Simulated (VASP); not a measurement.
# BeSi (L10 type) in VASP: notebook, part 2 of 2

VASP 6.6.1. The steps go on from the part before.

## (3) Electric field gradients, PBE (atom 1 (Be) moved by [0.035355, 0.035355, 0.0] A)

INCAR

```
PREC = Accurate
ENCUT = 520
EDIFF = 1E-8
ISMEAR = -1
SIGMA = 0.05
LREAL = False
LASPH = True
NELM = 100
ALGO = Normal
ISIF = 2
LWAVE = False
LCHARG = False
GGA = PE
LEFG = True
NBANDS = 10
```

KPOINTS

```
regular mesh
0
Gamma
  14 14 11
```

POSCAR

```
BeSi
1.0
    2.5556768585      0.0000000000      0.0000000000
    0.0000000000      2.5556768585      0.0000000000
    0.0000000000      0.0000000000      3.4196826506
Be Si
1 1
Direct
    0.0138339086      0.0138339086      0.0000000000
    0.5000000000      0.5000000000      0.5000000000
```

Potentials or basis: VASP PAW PBE potentials, release 64 (Be, Si).

Started as:

```console
cat potpaw_PBE.64/Be/POTCAR potpaw_PBE.64/Si/POTCAR > POTCAR
mpirun -np 1 vasp_std > vasp.out
```

OUTCAR:

```text
PREC = Accurate
   ENCUT = 520
   EDIFF = 1E-8
   ISMEAR = -1
   LREAL = False
   LASPH = True
   NELM = 100
   ISIF = 2
   GGA = PE

 ion  position               nearest neighbor table
   1  0.014  0.014  0.000-   2 2.45   2 2.45   2 2.49   2 2.49   2 2.49   2 2.49   2 2.52   2 2.52

   2  0.500  0.500  0.500-   1 2.45   1 2.45   1 2.49   1 2.49   1 2.49   1 2.49   1 2.52   1 2.52

  LATTYP: Found a simple tetragonal cell.
 ALAT       =     2.5556768585
 C/A-ratio  =     1.3380731759

  Lattice vectors:

 A1 = (   2.5556768585,   0.0000000000,   0.0000000000)
 A2 = (   0.0000000000,   2.5556768585,   0.0000000000)
 A3 = (   0.0000000000,   0.0000000000,   3.4196826506)

Analysis of symmetry for initial positions (statically):
=====================================================================
 Subroutine PRICEL returns:
 Original cell was already a primitive cell.

[... 502 lines left out ...]
  volume of cell :       22.34
      direct lattice vectors                 reciprocal lattice vectors
     2.555676859  0.000000000  0.000000000     0.391285775  0.000000000  0.000000000
     0.000000000  2.555676859  0.000000000     0.000000000  0.391285775  0.000000000
     0.000000000  0.000000000  3.419682651     0.000000000  0.000000000  0.292424796

 POSITION                                       TOTAL-FORCE (eV/Angst)
 -----------------------------------------------------------------------------------
      0.03536      0.03536      0.00000        -0.022493     -0.022493      0.000000
      1.27784      1.27784      1.70984         0.022493      0.022493      0.000000
 -----------------------------------------------------------------------------------
    total drift:                               -0.000001     -0.000001     -0.000000

  FREE ENERGIE OF THE ION-ELECTRON SYSTEM (eV)
  ---------------------------------------------------
  free  energy   TOTEN  =        -8.4116152939 eV

  energy  without entropy=       -8.4065866014  energy(sigma->0) =       -8.40910095

 Electric field gradients (V/A^2)
---------------------------------------------------------------------
 ion       V_xx      V_yy      V_zz      V_xy      V_xz      V_yz
---------------------------------------------------------------------
   1       0.374     0.374    -0.748    -0.020    -0.000    -0.000
   2       4.430     4.430    -8.861    -0.142    -0.000    -0.000
---------------------------------------------------------------------

 Electric field gradients after diagonalization (V/A^2)
 (convention: |V_zz| > |V_xx| > |V_yy|)
----------------------------------------------------------------------
 ion       V_xx      V_yy      V_zz     asymmetry (V_yy - V_xx)/ V_zz
----------------------------------------------------------------------
   1       0.394     0.354    -0.748       0.053
   2       4.573     4.288    -8.861       0.032
----------------------------------------------------------------------

           NMR quadrupolar parameters

 Cq : quadrupolar parameter    Cq=e*Q*V_zz/h
 eta: asymmetry parameters     (V_yy - V_xx)/ V_zz
 Q  : nuclear electric quadrupole moment in mb (millibarn)
----------------------------------------------------------------------
 ion       Cq(MHz)       eta       Q (mb)
----------------------------------------------------------------------
   1      -0.002       0.053       1.000
   2      -0.021       0.032       1.000
----------------------------------------------------------------------
```

OSZICAR:

```text
N       E                     dE             d eps       ncg     rms          rms(c)
DAV:   1     0.179491549834E+01    0.17949E+01   -0.28545E+03  6856   0.509E+02
DAV:   2    -0.826400914028E+01   -0.10059E+02   -0.97186E+01  9388   0.747E+01
DAV:   3    -0.847069707518E+01   -0.20669E+00   -0.20272E+00  8894   0.824E+00
DAV:   4    -0.847145930032E+01   -0.76223E-03   -0.76204E-03  8628   0.613E-01
DAV:   5    -0.847146334768E+01   -0.40474E-05   -0.40463E-05  8324   0.389E-02    0.356E+00
DAV:   6    -0.842609041170E+01    0.45373E-01   -0.52299E-02  8532   0.898E-01    0.199E+00
DAV:   7    -0.841246968994E+01    0.13621E-01   -0.27031E-02  9040   0.683E-01    0.235E-01
DAV:   8    -0.841168101212E+01    0.78868E-03   -0.18199E-03  7956   0.205E-01    0.712E-02
DAV:   9    -0.841161695825E+01    0.64054E-04   -0.56187E-05  8132   0.497E-02    0.587E-02
DAV:  10    -0.841161567373E+01    0.12845E-05   -0.18492E-06  8494   0.687E-03    0.271E-02
DAV:  11    -0.841161540826E+01    0.26547E-06   -0.38951E-07  8382   0.294E-03    0.197E-03
DAV:  12    -0.841161529641E+01    0.11184E-06   -0.61603E-08  7836   0.115E-03    0.482E-04
DAV:  13    -0.841161529386E+01    0.25467E-08   -0.10283E-09  4382   0.200E-04
   1 F= -.84116153E+01 E0= -.84091009E+01  d E =-.502869E-02
```

Run time: 1.7 min. Hardware: 1 thread of Intel Xeon 8259CL, shared host; peak memory 0.19 GiB.

What came out:

- Free energy: -8.4116 eV
- Pressure: 0.1 GPa
- Largest force: 0.032 eV/Å
- Band gap on the k mesh: zero (bands 3 and 4 overlap by 9.89 eV)
- Largest electric field gradient by atom: Be -0.7; Si -8.9 V/Å²

Forces in eV/Å, atoms in the order of the input:
```
Be  -0.022 -0.022  0.000
Si   0.022  0.022  0.000
```

Levels at points of the mesh, in eV from the Fermi level:
| k point | band 1 | band 2 | band 3 | band 4 | band 5 | band 6 | band 7 | band 8 |
| --- | --- | --- | --- | --- | --- | --- | --- | --- |
| (0.00, 0.00, 0.00) | -13.94 | -3.61 | 0.09 | 5.06 | 5.06 | 6.47 | 11.58 | 14.64 |
| (0.50, 0.00, 0.00) | -9.43 | -7.94 | 1.49 | 1.85 | 3.44 | 6.24 | 9.34 | 10.39 |
| (0.50, 0.50, 0.00) | -4.71 | -4.71 | -3.11 | -0.81 | 5.81 | 6.18 | 6.64 | 6.66 |

Electric field gradients, principal values (V/Å²):
```csv
atom,least,middle,greatest (by size)
1 Be,0.354,0.394,-0.748
2 Si,4.288,4.573,-8.861
```

Caveat: the cell differs from its parent crystal (atom 1 (Be) moved by [0.035355, 0.035355, 0.0] A); without QUAD_EFG the Cq values of the log hold for a quadrupole moment of 1 mb, not for the nuclei.

## (4) Electric field gradients, revPBE

This run uses another cell than the first one, of the same volume but with other edges.

INCAR

```
SYSTEM = BeSi
PREC = Accurate
ENCUT = 520
EDIFF = 1E-8
ISMEAR = -1
SIGMA = 0.05
LREAL = .False.
LASPH = .True.
NELM = 80
ALGO = Normal
ISIF = 2
LWAVE = .False.
LCHARG = .False.
GGA = RE
LEFG = .True.
NBANDS = 10
```

KPOINTS

```
regular mesh
0
Gamma
  14 14 11
  0 0 0
```

POSCAR is that of step 3.

Potentials or basis: VASP PAW PBE potentials, release 64 (Be, Si).

Started as:

```console
cat potpaw_PBE.64/Be/POTCAR potpaw_PBE.64/Si/POTCAR > POTCAR
mpirun -np 1 vasp_std > vasp.out
```

OUTCAR:

```text
SYSTEM = BeSi
   PREC = Accurate
   ENCUT = 520
   EDIFF = 1E-8
   ISMEAR = -1
   LREAL = .False.
   LASPH = .True.
   NELM = 80
   ISIF = 2
   GGA = RE

 ion  position               nearest neighbor table
   1  0.014  0.014  0.000-   2 2.45   2 2.45   2 2.49   2 2.49   2 2.49   2 2.49   2 2.52   2 2.52

   2  0.500  0.500  0.500-   1 2.45   1 2.45   1 2.49   1 2.49   1 2.49   1 2.49   1 2.52   1 2.52

  LATTYP: Found a simple tetragonal cell.
 ALAT       =     2.5556768585
 C/A-ratio  =     1.3380731759

  Lattice vectors:

 A1 = (   2.5556768585,   0.0000000000,   0.0000000000)
[... 525 lines left out ...]
  free  energy   TOTEN  =        -7.9931970713 eV

  energy  without entropy=       -7.9880816198  energy(sigma->0) =       -7.99063935

 Electric field gradients (V/A^2)
---------------------------------------------------------------------
 ion       V_xx      V_yy      V_zz      V_xy      V_xz      V_yz
---------------------------------------------------------------------
   1       0.369     0.369    -0.737    -0.019    -0.000    -0.000
   2       4.368     4.368    -8.736    -0.139    -0.000     0.000
---------------------------------------------------------------------

 Electric field gradients after diagonalization (V/A^2)
 (convention: |V_zz| > |V_xx| > |V_yy|)
----------------------------------------------------------------------
 ion       V_xx      V_yy      V_zz     asymmetry (V_yy - V_xx)/ V_zz
----------------------------------------------------------------------
   1       0.388     0.349    -0.737       0.052
   2       4.507     4.230    -8.736       0.032
----------------------------------------------------------------------

           NMR quadrupolar parameters

 Cq : quadrupolar parameter    Cq=e*Q*V_zz/h
 eta: asymmetry parameters     (V_yy - V_xx)/ V_zz
 Q  : nuclear electric quadrupole moment in mb (millibarn)
----------------------------------------------------------------------
 ion       Cq(MHz)       eta       Q (mb)
----------------------------------------------------------------------
   1      -0.002       0.052       1.000
   2      -0.021       0.032       1.000
----------------------------------------------------------------------
```

stdout:

```text
POSCAR found type information on POSCAR BeSi
 POSCAR found :  2 types and       2 ions
 scaLAPACK will be used
 -----------------------------------------------------------------------------
|                                                                             |
|                                                                             |
|     You enforced a specific xc type in the INCAR file but a different       |
|     I HOPE YOU KNOW WHAT YOU ARE DOING!                                     |
|                                                                             |
 -----------------------------------------------------------------------------

 LDA part: xc-table for (Slater+PW92), standard interpolation
 POSCAR, INCAR and KPOINTS ok, starting setup
 FFT: planning ... GRIDC
 FFT: planning ... GRID_SOFT
 FFT: planning ... GRID
 WAVECAR not read
 entering main loop
ion   1

ion   2
```

It took 1.7 min on 1 thread of Intel Xeon 8259CL, shared host; peak memory 0.19 GiB.

What came out:

| Item | Value |
| --- | --- |
| Free energy | -7.9932 eV |
| Pressure | 1.3 GPa |
| Largest force | 0.039 eV/Å |
| Band gap on the k mesh | zero (bands 3 and 4 overlap by 9.95 eV) |
| Largest electric field gradient by atom | Be -0.7; Si -8.7 V/Å² |

Forces in eV/Å, atoms in the order of the input:
```
Be  -0.028 -0.028  0.000
Si   0.028  0.028  0.000
```

Levels at points of the mesh, in eV from the Fermi level:
| k point | band 1 | band 2 | band 3 | band 4 | band 5 | band 6 |
| --- | --- | --- | --- | --- | --- | --- |
| (0.00, 0.00, 0.00) | -13.95 | -3.61 | 0.06 | 5.09 | 5.09 | 6.41 |
| (0.50, 0.00, 0.00) | -9.43 | -7.97 | 1.49 | 1.84 | 3.46 | 6.24 |
| (0.50, 0.50, 0.00) | -4.72 | -4.72 | -3.10 | -0.85 | 5.83 | 6.24 |

Electric field gradients, principal values (V/Å²):
| atom | least | middle | greatest (by size) |
| --- | --- | --- | --- |
| 1 Be | 0.349 | 0.388 | -0.737 |
| 2 Si | 4.230 | 4.507 | -8.736 |

Caveat: without QUAD_EFG the Cq values of the log hold for a quadrupole moment of 1 mb, not for the nuclei; the PAW data sets were made with another functional, which shifts forces and pressure a little.

## (5) Summary

```tsv
level	cell	gap on the mesh (eV)	pressure (GPa)	largest force (eV/Å)
PBE	a = 2.518, b = 2.518, c = 3.522 Å, 2 atoms, atomic positions A	none	-0.5	-
PBE	a = 2.556, b = 2.556, c = 3.420 Å, 2 atoms, atomic positions B	none	0.1	0.03
revPBE	a = 2.556, b = 2.556, c = 3.420 Å, 2 atoms, atomic positions B	none	1.3	0.04
```

Alike in all rows: task electric field gradients; potentials or basis VASP PAW PBE potentials, release 64 (Be, Si); no spin polarisation; k mesh 14 × 14 × 11; cutoff (eV) 520; smearing fermi-dirac 0.05 eV.

Caveats: the PAW data sets were made with another functional, which shifts forces and pressure a little (at least some runs).

Total energies depend on the potentials used, so only differences within one code and one set of settings carry meaning.
